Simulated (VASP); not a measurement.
Write the native input for VASP 6.6.1 that does the following.

```yaml
Task: relaxation of cell and atoms
Functional: RPBE
Potentials_or_basis: VASP PAW PBE potentials, release 64 (V_sv)
Cutoff: 600 eV
k_mesh: 13 × 13 × 4
Occupations: fermi-dirac, width 0.1 eV
Spin: no spin polarisation
Dipole_correction: no
Further_INCAR_settings: ALGO = Normal; EDIFF = 1e-06; IBRION = 2; EDIFFG = -0.01; NSW = 80; ISIF = 3
```

The structure of V lies in POSCAR:

```
V
1.0
    2.6940739632      0.0000000000      0.0000000000
   -1.3470369816      2.3331364918      0.0000000000
    0.0000000000      0.0000000000      8.7988455638
V
4
Direct
    0.0000000000      0.0000000000      0.0000000000
    0.0000000000      0.0000000000      0.5000000000
    0.3333333333      0.6666666667      0.2500000000
    0.6666666667      0.3333333333      0.7500000000
```

The input as run:

INCAR

```
ALGO     = Normal         # electronic algorithm
EDIFF    = 1E-6           # SCF threshold, eV
EDIFFG   = -0.01          # ionic threshold
ENCUT    = 600            # plane-wave cutoff, eV
GGA      = RP             # functional
IBRION   = 2              # ionic algorithm
ISIF     = 3              # what is computed and relaxed
ISMEAR   = -1             # smearing method
LASPH    = True           # aspherical terms in the spheres
LCHARG   = False          # write CHGCAR
LREAL    = False          # projectors in reciprocal space
LWAVE    = False          # write WAVECAR
NELM     = 80             # most SCF steps
NSW      = 80             # ionic steps
PREC     = Accurate       # precision mode
SIGMA    = 0.1            # smearing width, eV
```

KPOINTS

```
k-points
0
Gamma
  13 13 4
```

Potentials or basis: VASP PAW PBE potentials, release 64 (V_sv).

Run with:

```console
$ cat potpaw_PBE.64/V_sv/POTCAR > POTCAR
$ mpirun -np 1 vasp_std > vasp.out
```

It gave:

* Relaxed volume: 14.23 Å³/atom
* Relaxed cell: a = 2.659 Å, b = 2.659 Å, c = 9.297 Å, α = 90.00°, β = 90.00°, γ = 120.00°
* Space group after relaxing (to 0.05 Å): P6_3/mmc (No. 194)
* Energy gained by relaxing: 16.3 meV/atom
* Ionic steps: 11
* Pressure after relaxing: 0.0 GPa
* Band gap on the k mesh: zero (band 26 reaches 9.84 eV, above the bottom of band 27 at 9.03 eV)

Caveat: the PAW data sets were made with another functional, which shifts forces and pressure a little.

Run time: 9.2 min on 1 thread of Intel(R) Xeon(R) Platinum 8488C (Sapphire Rapids) (shared host), peak memory 0.26 GiB.
